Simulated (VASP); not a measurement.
# BN (P6_3/mmc) in VASP: a series of runs

Runs on BN. Level: PBE+D3(BJ). Tasks: single point.

All numbers are computed with VASP 6.6.1; they aren't measurements. Logs are shortened: lines on timing, memory, paths and dates and some standing lists are left out, and cuts for length are marked.

### Step 1. The cell of the first run

It takes space group P6_3/mmc (No. 194, hexagonal). The conventional cell has a = 2.504 Å, b = 2.504 Å, c = 6.428 Å, α = 90.00°, β = 90.00°, γ = 120.00°. B (site symmetry -6m2) has 3 N at 1.45 Å within 1.9 Å. N (site symmetry -6m2) has 3 B at 1.45 Å within 1.9 Å.

### Step 2. Single point, PBE+D3(BJ) (volume scaled by 0.97, then relaxed in part)

INCAR

```
ALGO = Normal
EDIFF = 1E-7
ENCUT = 520
GGA = PE
ISIF = 2
ISMEAR = 0
IVDW = 12
LASPH = T
LCHARG = T
LELF = T
LREAL = F
LVHAR = T
LWAVE = F
NBANDS = 16
NELM = 80
PREC = Accurate
SIGMA = 0.02
```

KPOINTS

```
k-points
0
Gamma
  12 12 4
```

POSCAR

```
BN
1.0
    2.5041117721      0.0000000000      0.0000000000
   -1.2520558860      2.1686244085      0.0000000000
    0.0000000000      0.0000000000      6.4275610483
B N
2 2
Direct
    0.3333333333      0.6666666667      0.2500000000
    0.6666666667      0.3333333333      0.7500000000
    0.3333333333      0.6666666667      0.7500000000
    0.6666666667      0.3333333333      0.2500000000
```

Potentials or basis: VASP PAW PBE potentials, release 64 (B, N).

On the command line:

```
> cat potpaw_PBE.64/B/POTCAR potpaw_PBE.64/N/POTCAR > POTCAR
> mpirun -np 1 vasp_std > vasp.out
```

OUTCAR:

```text
EDIFF = 1E-7
   ENCUT = 520
   GGA = PE
   ISIF = 2
   ISMEAR = 0
   IVDW = 12
   LASPH = T
   LREAL = F
   NELM = 80
   PREC = Accurate
 IVDW          = 12

 ion  position               nearest neighbor table
   1  0.333  0.667  0.250-   4 1.45   4 1.45   4 1.45
   2  0.667  0.333  0.750-   3 1.45   3 1.45   3 1.45
   3  0.333  0.667  0.750-   2 1.45   2 1.45   2 1.45
   4  0.667  0.333  0.250-   1 1.45   1 1.45   1 1.45

  LATTYP: Found a hexagonal cell.
 ALAT       =     2.5041117721
 C/A-ratio  =     2.5668027761

  Lattice vectors:

 A1 = (   2.5041117721,   0.0000000000,   0.0000000000)
 A2 = (  -1.2520558860,   2.1686244085,   0.0000000000)
 A3 = (   0.0000000000,   0.0000000000,   6.4275610483)

Analysis of symmetry for initial positions (statically):
=====================================================================
 Subroutine PRICEL returns:
 Original cell was already a primitive cell.

 Routine SETGRP: Setting up the symmetry group for a
 hexagonal supercell.

 Subroutine GETGRP returns: Found 24 space group operations
 (whereof 12 operations were pure point group operations)
 out of a pool of 24 trial point group operations.

The static configuration has the point symmetry D_3d.
 The point group associated with its full space group is D_6h.

Analysis of symmetry for dynamics (positions and initial velocities):
=====================================================================
 Subroutine PRICEL returns:
 Original cell was already a primitive cell.

 Routine SETGRP: Setting up the symmetry group for a
 hexagonal supercell.

 Subroutine GETGRP returns: Found 24 space group operations
 (whereof 12 operations were pure point group operations)
 out of a pool of 24 trial point group operations.

The dynamic configuration has the point symmetry D_3d.
 The point group associated with its full space group is D_6h.

 Subroutine INISYM returns: Found 24 space group operations
 (whereof 12 operations are pure point group operations),
 and found     1 'primitive' translations

----------------------------------------------------------------------------------------

                                     Primitive cell

  volume of cell :      34.9047

  direct lattice vectors                    reciprocal lattice vectors
     2.504111772  0.000000000  0.000000000     0.399343197  0.230560902  0.000000000
    -1.252055886  2.168624408  0.000000000     0.000000000  0.461121804  0.000000000
     0.000000000  0.000000000  6.427561048     0.000000000  0.000000000  0.155580008

  length of vectors
     2.504111772  2.504111772  6.427561048     0.461121804  0.461121804  0.155580008

  position of ions in fractional coordinates (direct lattice)
     0.333333333  0.666666667  0.250000000
     0.666666667  0.333333333  0.750000000
     0.333333333  0.666666667  0.750000000
     0.666666667  0.333333333  0.250000000

  ion indices of the primitive-cell ions
   primitive index   ion index
                 1           1
                 2           2
                 3           3
                 4           4

----------------------------------------------------------------------------------------

 KPOINTS: k-points

Automatic generation of k-mesh.
 Grid dimensions read from file:
 generate k-points for:   12   12    4

 Generating k-lattice:

  Cartesian coordinates                     Fractional coordinates (reciprocal lattice)
     0.033278600  0.019213409  0.000000000     0.083333333  0.000000000  0.000000000
     0.000000000  0.038426817  0.000000000     0.000000000  0.083333333  0.000000000
     0.000000000  0.000000000  0.038895002     0.000000000  0.000000000  0.250000000

  Length of vectors
     0.038426817  0.038426817  0.038895002

  Shift w.r.t. Gamma in fractional coordinates (k-lattice)
     0.000000000  0.000000000  0.000000000

 Subroutine IBZKPT returns following result:
 ===========================================

 Found     57 irreducible k-points:

 Following reciprocal coordinates:
            Coordinates               Weight
  0.000000  0.000000  0.000000      1.000000
  0.083333  0.000000  0.000000      6.000000
  0.166667  0.000000  0.000000      6.000000
  0.250000  0.000000  0.000000      6.000000
  0.333333  0.000000  0.000000      6.000000
  0.416667  0.000000  0.000000      6.000000
[... 16 lines left out ...]
  0.250000  0.000000  0.250000     12.000000
  0.333333  0.000000  0.250000     12.000000
 [... further k-points ...]
   k-points           NKPTS =     57   k-points in BZ     NKDIM =     57   number of bands    NBANDS=     16
   number of dos      NEDOS =    301   number of ions     NIONS =      4
   total plane-waves  NPLWV =  19200
   dimension x,y,z NGX =    20 NGY =   20 NGZ =   48
   dimension x,y,z NGXF=    40 NGYF=   40 NGZF=   96
   ions per type =               2   2
   NGX,Y,Z   is equivalent  to a cutoff of  13.28, 13.28, 12.41 a.u.
   NGXF,Y,Z  is equivalent  to a cutoff of  26.56, 26.56, 24.83 a.u.
 SYSTEM =  unknown system
   PREC   = accura    normal or accurate (medium, high low for compatibility)
   ISTART =      0    job   : 0-new  1-cont  2-samecut
   ICHARG =      2    charge: 1-file 2-atom 10-const
   ISPIN  =      1    spin polarized calculation?
   LNONCOLLINEAR =      F non collinear calculations
   LSORBIT =      F    spin-orbit coupling
   LASPH  =      T    aspherical Exc in radial PAW
   ENCUT  =  520.0 eV  38.22 Ry    6.18 a.u.   4.66  4.66 11.95*2*pi/ulx,y,z
   NELM   =     80;   NELMIN=  2; NELMDL= -5     # of ELM steps
   EDIFF  = 0.1E-06   stopping-criterion for ELM
   LREAL  =      F    real-space projection
   EDIFFG = 0.1E-05   stopping-criterion for IOM
   NSW    =      0    number of steps for IOM
   IBRION =     -1    ionic relax: 0-MD 1-quasi-New 2-CG
   NFREE  =      0    steps in history (QN), initial steepest desc. (CG)
   ISIF   =      2    stress and relaxation
   ISYM   =      2    0-nonsym 1-usesym 2-fastsym
   POTIM  = 0.5000    time-step for ionic-motion
   TEBEG  =    0.0;   TEEND  =   0.0 temperature during run
   PSTRESS=    0.0 pullay stress
   NELECT =      16.0000    total number of electrons
   NUPDOWN=      -1.0000    fix difference up-down
   EMIN   =  10.00;   EMAX   =-10.00  energy-range for DOS
   EFERMI =   0.00;   METHOD = LEGACY
   ISMEAR =     0;   SIGMA  =   0.02  broadening in eV -4-tet -1-fermi 0-gaus
   EFERMI_NEDOS =   21; number of points for ismear=-14 and -15
   IALGO  =     38    algorithm
   IMIX   =      4    mixing-type and parameters
     AMIX     =   0.40;   BMIX     =  1.00
     AMIX_MAG =   1.60;   BMIX_MAG =  1.00
  volume/ion in A,a.u.               =       8.73        58.89
  Fermi-wavevector in a.u.,A,eV,Ry     =   1.262273  2.385351 21.678624  1.593334
  Thomas-Fermi vector in A             =   2.395690
   LORBIT       =      0    0 simple, 1 ext, 2 COOP (PROOUT), +10 PAW based schemes
   GGA     = PE    functional components
   LHFCALC =     F    Hartree Fock is set to
   AEXX    =    0.0000 exact exchange contribution
   IVDW    =    12    specifies the selected vdW correction
   LEPSILON=     F    determine dielectric tensor
   LRPA    =     F    only Hartree local field effects (RPA)
 non-spin polarized calculation
 Gauss-broadening in eV      SIGMA  =   0.02
  energy-cutoff  :      520.00
  volume of cell :       34.90
 maximum number of plane-waves:       959
 NGX is ok and might be reduce to    20
   NGX =  9   NGY =  9   NGZ = 23

 number of electron      15.9999998 magnetization

 Free energy of the ion-electron system (eV)
  ---------------------------------------------------
  ext. energy  EPLUGINS =         0.00000000
  ---------------------------------------------------
  free energy    TOTEN  =       -35.12696711 eV

  energy without entropy =      -35.12696711  energy(sigma->0) =      -35.12696711

 E-fermi :   2.6591     XC(G=0): -10.2852

 val. band max:        2.5710168068   @ k =   0.3333   0.2500   0.0000
 cond. band min:       6.7716428997   @ k =   0.5000   0.0000   0.0000
 fundamental gap:      4.2006260929
 Fermi energy:         2.6590777792

 k-point     1 :       0.0000    0.0000    0.0000
  band No.  band energies     occupation
      1     -15.2974      2.00000
      2     -14.9218      2.00000
      3      -3.8236      2.00000
      4      -1.3424      2.00000
      5       1.2066      2.00000
      6       1.2066      2.00000
[... 8 lines left out ...]
     15      14.9241      0.00000
     16      15.5890      0.00000

 k-point     2 :       0.0833    0.0000    0.0000
  band No.  band energies     occupation
      1     -15.1607      2.00000
      2     -14.7908      2.00000
      3      -3.6364      2.00000
      4      -1.1768      2.00000
      5       0.6475      2.00000
      6       0.6960      2.00000
[... 8 lines left out ...]
     15      15.0682      0.00000
     16      15.4021      0.00000

 k-point     3 :       0.1667    0.0000    0.0000
  band No.  band energies     occupation
      1     -14.7584      2.00000
      2     -14.4057      2.00000
      3      -3.0817      2.00000
      4      -0.7712      2.00000
      5      -0.7114      2.00000
      6      -0.6906      2.00000
[... 8 lines left out ...]
     15      16.4254      0.00000
     16      16.5224      0.00000

 k-point     4 :       0.2500    0.0000    0.0000
  band No.  band energies     occupation
      1     -14.1164      2.00000
      2     -13.7946      2.00000
      3      -2.5735      2.00000
      4      -2.4869      2.00000
      5      -2.1838      2.00000
      6      -0.4249      2.00000
[... 8 lines left out ...]
     15      18.4852      0.00000
     16      18.5544      0.00000
[... 324 lines left out ...]
 k-point    22 :       0.1667    0.0000    0.2500
  band No.  band energies     occupation
      1     -14.7098      2.00000
      2     -14.4608      2.00000
      3      -2.7958      2.00000
      4      -1.1625      2.00000
      5      -0.7546      2.00000
      6      -0.6803      2.00000
[... 8 lines left out ...]
     15      16.2986      0.00000
     16      16.4027      0.00000

 k-point    23 :       0.2500    0.0000    0.2500
  band No.  band energies     occupation
      1     -14.0718      2.00000
      2     -13.8444      2.00000
      3      -2.5844      2.00000
      4      -2.5089      2.00000
      5      -1.8791      2.00000
      6      -0.4137      2.00000
[... 8 lines left out ...]
     15      18.5729      0.00000
     16      18.6730      0.00000

 k-point    24 :       0.3333    0.0000    0.2500
  band No.  band energies     occupation
      1     -13.2627      2.00000
      2     -13.0708      2.00000
      3      -4.3562      2.00000
      4      -4.2771      2.00000
      5      -1.0427      2.00000
      6      -0.9839      2.00000
[... 8 lines left out ...]
     15      19.5216      0.00000
     16      21.1045      0.00000

 [... further k-points ...]

------------------------ aborting loop because EDIFF is reached ----------------------------------------

 Edisp (eV)   -0.58729

 E8    (eV) :    -0.1726

  FORCE on cell =-STRESS in cart. coord.  units (eV):
  Direction    XX          YY          ZZ          XY          YZ          ZX
  --------------------------------------------------------------------------------------
  -------------------------------------------------------------------------------------
  Total       0.25303     0.25303     0.18404     0.00000    -0.00000     0.00000
  in kB      11.61458    11.61458     8.44786     0.00000    -0.00000     0.00000
  external pressure =       10.56 kB  Pullay stress =        0.00 kB

 VOLUME and BASIS-vectors are now :
 -----------------------------------------------------------------------------
  energy-cutoff  :      520.00
  volume of cell :       34.90
      direct lattice vectors                 reciprocal lattice vectors
     2.504111772  0.000000000  0.000000000     0.399343197  0.230560902  0.000000000
    -1.252055886  2.168624408  0.000000000     0.000000000  0.461121804  0.000000000
     0.000000000  0.000000000  6.427561048     0.000000000  0.000000000  0.155580008

 POSITION                                       TOTAL-FORCE (eV/Angst)
 -----------------------------------------------------------------------------------
     -0.00000      1.44575      1.60689         0.000000      0.000000      0.000000
      1.25206      0.72287      4.82067        -0.000000      0.000000      0.000000
     -0.00000      1.44575      4.82067        -0.000000      0.000000      0.000000
      1.25206      0.72287      1.60689        -0.000000      0.000000      0.000000
 -----------------------------------------------------------------------------------
    total drift:                               -0.000000      0.000000      0.000000

  FREE ENERGIE OF THE ION-ELECTRON SYSTEM (eV)
  ---------------------------------------------------
  free  energy   TOTEN  =       -35.7142565137 eV

  energy  without entropy=      -35.7142565137  energy(sigma->0) =      -35.71425651
```

It took 18 s on 1 thread of Intel Xeon Platinum 8559C (Emerald Rapids), shared host; peak memory 0.17 GiB.

What came out:

```
Free energy                : -35.7143 eV
Pressure                   : 1.1 GPa
Band gap on the k mesh     : 4.20 eV, indirect (least direct gap 4.58 eV)
Dispersion energy per atom : -0.147 eV
```

Caveat: the cell differs from its parent crystal (volume scaled by 0.97, then relaxed in part).

### Step 3. Single point, PBE+D3(BJ)

This run uses another cell than the first one, of 9.00 Å³/atom, 1.031 times its volume.

INCAR

```
SYSTEM = BN
PREC = Accurate ; ENCUT = 520
EDIFF = 1E-7 ; ISMEAR = 0
SIGMA = 0.02 ; LREAL = .False.
LASPH = .True. ; NELM = 80
ALGO = Normal ; ISIF = 2
LWAVE = .False. ; LCHARG = .True.
GGA = PE ; IVDW = 12
LELF = .True. ; LVHAR = .True.
NBANDS = 16
```

KPOINTS

```
regular mesh
0
Gamma
  12 12 4
  0 0 0
```

POSCAR

```
BN
1.0
    2.5064254127      0.0000000000      0.0000000000
   -1.2532127064      2.1706280801      0.0000000000
    0.0000000000      0.0000000000      6.6141238871
B N
2 2
Direct
    0.3333333333      0.6666666667      0.2500000000
    0.6666666667      0.3333333333      0.7500000000
    0.3333333333      0.6666666667      0.7500000000
    0.6666666667      0.3333333333      0.2500000000
```

Potentials or basis: VASP PAW PBE potentials, release 64 (B, N).

On the command line:

```
> cat potpaw_PBE.64/B/POTCAR potpaw_PBE.64/N/POTCAR > POTCAR
> mpirun -np 1 vasp_std > vasp.out
```

Run time: 19 s. Hardware: 1 thread of Intel Xeon Platinum 8559C (Emerald Rapids), shared host; peak memory 0.17 GiB.

It converged, with:

```yaml
Free_energy: -35.7177 eV
Pressure: 0.1 GPa
Band_gap_on_the_k_mesh: 4.27 eV, indirect (least direct gap 4.63 eV)
Dispersion_energy_per_atom: -0.142 eV
```

Stress tensor (GPa, compression positive):
```
 0.18  0.00  0.00
 0.00  0.18  0.00
 0.00  0.00 -0.14
```

Levels at points of the mesh, in eV from the valence-band top:
```csv
k point,band 4,band 5,band 6,band 7,band 8,band 9,band 10,band 11,band 12,band 13
"(0.00, 0.00, 0.00)",-4.05,-1.33,-1.33,-1.29,-1.29,5.29,10.35,11.52,11.52,11.65
"(0.50, 0.00, 0.00)",-8.82,-4.14,-4.07,-1.45,-0.42,4.27,5.66,9.51,9.92,12.73
"(0.00, 0.00, 0.50)",-5.26,-1.31,-1.31,-1.31,-1.31,7.67,7.67,11.59,11.59,11.59
"(0.50, 0.00, 0.50)",-8.86,-4.10,-4.10,-0.91,-0.91,4.73,4.73,9.89,9.89,13.60
```

A k mesh can miss the band edges. Expect the measured gap to be larger: semilocal functionals such as PBE lack the derivative discontinuity.
